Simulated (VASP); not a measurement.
Wanted: the native input for a VASP 6.6.1 run.

* Task: single point
* Functional: PBEsol
* Potentials or basis: VASP PAW PBE potentials, release 64 (Ge_d)
* Cutoff: 520 eV
* k mesh: 22 × 22 × 12
* Occupations: gaussian, width 0.15 eV
* Spin: no spin polarisation
* Dipole correction: no
* Further INCAR settings: ALGO = Normal; EDIFF = 1e-07; NBANDS = 21

The structure of Ge lies in POSCAR:

```
Ge
1.0
    0.0000000000      0.0000000000     -2.6427277821
    2.7652112298      0.0000000000      0.0000000000
    0.0000000000     -5.0390024825      0.0000000000
Ge
2
Direct
    0.0000000000      0.4819181987      0.0000000000
    0.0000000000      0.0180818013      0.5000000000
```

The input as run:

INCAR

```
SYSTEM = Ge
PREC = Accurate
ENCUT = 520
EDIFF = 1E-7
ISMEAR = 0
SIGMA = 0.15
LREAL = .False.
LASPH = .True.
NELM = 80
ALGO = Normal
ISIF = 2
LWAVE = .False.
LCHARG = .False.
GGA = PS
NBANDS = 21
```

KPOINTS

```
regular mesh
0
Gamma
  22 22 12
  0 0 0
```

Potentials or basis: VASP PAW PBE potentials, release 64 (Ge_d).

The run is started by

```bash
$ cat potpaw_PBE.64/Ge_d/POTCAR > POTCAR
$ mpirun -np 1 vasp_std > vasp.out
```

It gave:

The pressure is 0.0 GPa. The largest force is 0.004 eV/Å and the band gap on the k mesh is zero (bands 14 and 15 overlap by 7.60 eV).

Caveat: the PAW data sets were made with another functional, which shifts forces and pressure a little.

Run time: 9.3 min on 1 thread of Intel Xeon 8259CL (shared host), peak memory 0.65 GiB.
